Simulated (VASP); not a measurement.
The system is Sn.

```
Sn
1.0
    -1.91293    1.91293    1.91293
     1.91293   -1.91293    1.91293
     1.91293    1.91293   -1.91293
Sn
1
Cartesian
  0.0000 0.0000 0.0000
```

This isn't the form of Sn at room conditions, which is tetragonal (white tin).

```yaml
Program: VASP 6.6.1
Task: relaxation of cell and atoms
Functional: LDA
Potentials_or_basis: VASP PAW LDA potentials, release 64 (Sn_d)
Cutoff: 600 eV
k_mesh: 18 × 18 × 18
Occupations: fermi-dirac, width 0.05 eV
Spin: no spin polarisation
```

At the start: pressure -4.4 GPa; volume 28.00 Å³/atom.

Question: Where does the relaxation end?

Answer: Over 3 steps the energy falls by 35.9 meV/atom and the volume is 25.57 Å³/atom (-8.7 %); space group Im-3m (No. 229, to 0.1 Å) before and after.

The path:
| step | energy change (eV) | largest force (eV/Å) | pressure (GPa) | volume (Å³) |
| --- | --- | --- | --- | --- |
| 1 | 0.0000 | 0.0000 | -4.39 | 28.00 |
| 2 | -0.0336 | 0.0000 | 1.37 | 25.01 |
| 3 | -0.0359 | 0.0000 | 0.00 | 25.57 |

Final structure:
```yaml
crystal:
  lattice:
    - [-1.85586, 1.85586, 1.85586]
    - [1.85586, -1.85586, 1.85586]
    - [1.85586, 1.85586, -1.85586]
  atoms:
    - { symbol: Sn, position: [0.00000, 0.00000, 0.00000] }
```
